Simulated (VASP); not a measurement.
A run of VASP 6.6.1 is set up as follows.

The input INCAR:

```
SYSTEM = SiC
ALGO = Normal
DIPOL = 0.5 0.5 0.413
EDIFF = 1E-6
ENCUT = 520
GGA = PE
IDIPOL = 3
ISIF = 2
ISMEAR = 0
IVDW = 12
LASPH = .TRUE.
LCHARG = .FALSE.
LDIPOL = .TRUE.
LREAL = Auto
LWAVE = .FALSE.
NBANDS = 66
NELM = 60
PREC = Accurate
SIGMA = 0.05
```

KPOINTS

```
k-points
0
G
  3 3 1
  0 0 0
```

File POSCAR:

```
SiC
1.0
    6.1499993378      0.0000000000      0.0000000000
   -3.0749996689      5.3260556598      0.0000000000
    0.0000000000      0.0000000000     26.1902351110
C Si
12 12
Direct
    0.5000000000      0.0000000000      0.3054573572
    0.5000000000      0.5000000000      0.3054573572
    0.0000000000      0.0000000000      0.3054573572
    0.0000000000      0.5000000000      0.3054573572
    0.6666666667      0.8333333333      0.4013223505
    0.6666666667      0.3333333333      0.4013223505
    0.1666666667      0.8333333333      0.4013223505
    0.1666666667      0.3333333333      0.4013223505
    0.8343719106      0.6768886622      0.4941885202
    0.8390652338      0.1696030625      0.4976564977
    0.3184987724      0.6546312718      0.4976280524
    0.3486664856      0.1604683508      0.5007315142
    0.1666666667      0.8333333333      0.3294236055
    0.1666666667      0.3333333333      0.3294236055
    0.6666666667      0.8333333333      0.3294236055
    0.6666666667      0.3333333333      0.3294236055
    0.3302014252      0.6647332885      0.4252925876
    0.3363312366      0.1654680677      0.4258193489
    0.8329080139      0.6685411791      0.4233230132
    0.8340317526      0.1675469729      0.4254320019
    0.4982087410      0.4981857965      0.5178038852
    0.5123502579     -0.0205908862      0.5247931013
   -0.0177597297      0.5008747766      0.5225984049
    0.0139248695      0.0099984460      0.5196270957
```

Potentials or basis: VASP PAW PBE potentials, release 64 (C, Si).

Command:

```console
$ cat potpaw_PBE.64/C/POTCAR potpaw_PBE.64/Si/POTCAR > POTCAR
$ mpirun -np 1 vasp_std > vasp.out
```

Task: Estimate the dispersion energy per atom.

Result: -0.229 eV.

Task: What does it give for the largest force?

Result: 3.083 eV/Å.

Forces in eV/Å, atoms in the order of the input:
```
C   -0.057  0.032  2.224
C    0.079  0.009  2.184
C    0.026 -0.084  2.185
C   -0.024  0.030  2.200
C   -0.549  0.195  1.038
C    0.137 -0.056  1.152
C    0.140  0.115  1.107
C    0.263 -0.257  1.262
C   -0.377 -0.076  1.817
C    0.142 -0.137  0.887
C    0.264 -0.153  0.939
C    0.029  0.044  0.447
Si  -0.009 -0.020 -3.046
Si  -0.010 -0.011 -2.984
Si   0.015  0.000 -3.083
Si   0.027  0.015 -3.040
Si   0.145  0.031 -0.786
Si  -0.249  0.076 -0.489
Si   0.117 -0.104 -0.773
Si   0.067 -0.041 -0.835
Si   0.411  0.371 -0.636
Si  -0.854  0.690 -0.511
Si   0.681  0.088 -0.577
Si  -0.413 -0.758 -0.683
```

Caveat: the k points lie up to 0.39 Å⁻¹ apart.
